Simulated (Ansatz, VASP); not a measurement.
# One calculation of Zn3Se, two programs

Contents of INCAR:

```
PREC = Accurate
ENCUT = 520
EDIFF = 1E-6
ISMEAR = 0
SIGMA = 0.1
LREAL = F
LASPH = T
NELM = 100
ALGO = Normal
ISIF = 2
LWAVE = F
LCHARG = F
GGA = PE
NBANDS = 29
```

The input KPOINTS:

```
regular mesh
0
Gamma
  4 4 4
```

The input POSCAR:

```
Zn3Se
1.0
    4.3635173600      0.0000000000      0.0000000000
    0.0000000000      4.3635173600      0.0000000000
    0.0000000000      0.0000000000      4.3635173600
Zn Se
3 1
Direct
    0.0000000000      0.5000000000      0.5000000000
    0.5000000000      0.0000000000      0.5000000000
    0.5000000000      0.5000000000      0.0000000000
    0.5000000000      0.5000000000      0.5000000000
```

Input for Ansatz:

```yaml
crystal:
  lattice:
    - [4.36351736, 0.0, 0.0]
    - [0.0, 4.36351736, 0.0]
    - [0.0, 0.0, 4.36351736]
  atoms:
    - { symbol: Zn, position: [0.0, 0.5, 0.5] }
    - { symbol: Zn, position: [0.5, 0.0, 0.5] }
    - { symbol: Zn, position: [0.5, 0.5, 0.0] }
    - { symbol: Se, position: [0.5, 0.5, 0.5] }
basis:
  ecutwfc: 420
kpoints:
  mp_grid: { grid: [4, 4, 4] }
hamiltonian:
  xc: pbe
scf:
  occupations: { method: gaussian, width: 0.1 }
  lower_state_search: "off"
output:
  forces: true
  stress: true
  eigenvalues: true
```

Alike in both runs: task single point; functional PBE; k mesh 4 × 4 × 4; occupations gaussian, width 0.1 eV; no spin polarisation.

|  | VASP | Ansatz |
| --- | --- | --- |
| version | VASP 6.6.1 | Ansatz 0.2.0 |
| potentials or method | VASP PAW PBE potentials, release 64 (Zn, Se), cutoff 520 eV | scalar-relativistic, plane waves, PAW |
| valence electrons in the cell | 42 | 52 |

Ansatz gave:

| Item | Value |
| --- | --- |
| gap on the k mesh at the Fermi level (eV) | none |
| pressure (GPa) | 26.7 |

Question: Estimate VASP's values.

Answer: gap on the k mesh at the Fermi level (eV): none; pressure (GPa): 27.3.

A gap of «none» marks a metal or a gap that the smearing closes. The functional is the same, so the differences come from potentials, cutoffs and numerics. VASP's potentials hold 42 valence electrons a cell and Ansatz's 52, so a difference there can come from the potentials and not from the codes.
